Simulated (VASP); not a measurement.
Ga:

```
Ga
1.0
     2.31080   -3.87292    0.00000
     2.31080    3.87292    0.00000
     0.00000    0.00000    4.54631
Ga
4
Direct
  0.84421 0.15579 0.08394
  0.65579 0.34421 0.58394
  0.15579 0.84421 0.91606
  0.34421 0.65579 0.41606
```

Base run:

* Program: VASP 6.6.1
* Functional: PBE
* Potentials or basis: VASP PAW PBE potentials, release 64 (Ga_d)
* Cutoff: 520 eV
* k mesh: 7 × 7 × 6
* Occupations: fermi-dirac, width 0.1 eV
* Spin: no spin polarisation

Its results: band gap on the k mesh zero (band 26 reaches 5.04 eV, above the bottom of band 27 at 3.70 eV); pressure 0.1 GPa; largest force 0.009 eV/Å.

Question: The run is repeated on the same cell with these changes: k mesh from 7 × 7 × 6 to 2 × 2 × 2. What comes out?

Answer: Band gap on the k mesh zero (band 26 reaches 4.73 eV, above the bottom of band 27 at 3.76 eV); pressure 5.0 GPa; largest force 0.884 eV/Å.

Caveats: some runs use coarse meshes.
